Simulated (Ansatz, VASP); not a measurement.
**One calculation of B2W, two programs**

```
CELL_PARAMETERS angstrom
3.05974 0.00000 0.00000
-1.52987 2.64982 0.00000
0.00000 0.00000 3.09014
ATOMIC_POSITIONS crystal
B 0.33333 0.66667 0.50000
B 0.66667 0.33333 0.50000
W 0.00000 0.00000 0.00000
```

Change from the starting cell: volume scaled by 1.04, PAW files.

Alike in both runs: task electric field gradients; functional LDA; k mesh 14 × 14 × 12; occupations fermi-dirac, width 0.05 eV; no spin polarisation.

|  | VASP | Ansatz |
| --- | --- | --- |
| version | VASP 6.6.1 | Ansatz 0.2.0 |
| potentials or method | VASP PAW LDA potentials, release 64 (B, W_sv) | PAW with Ansatz's default frozen-core files, scalar-relativistic |
| plane-wave cutoff (eV) | 520 | 420 |
| valence electrons in the cell | 20 | 20 |

VASP gave:

| Quantity | Value |
| --- | --- |
| pressure (GPa) | 7.7 |
| traceless stress, the component that is largest in VASP (GPa) | 10.85 |
| size of Vzz on the site where it differs most (V/Å²) | 15.9 |

**Question.** Estimate Ansatz's values.

**Answer.** Pressure (GPa): 6.0; traceless stress, the component that is largest in VASP (GPa): 10.67; size of Vzz on the site where it differs most (V/Å²): 29.4.

LDA's correlation is that of Perdew and Zunger in VASP and of Perdew and Wang (1992) in Ansatz.

Spin-orbit coupling is off throughout.
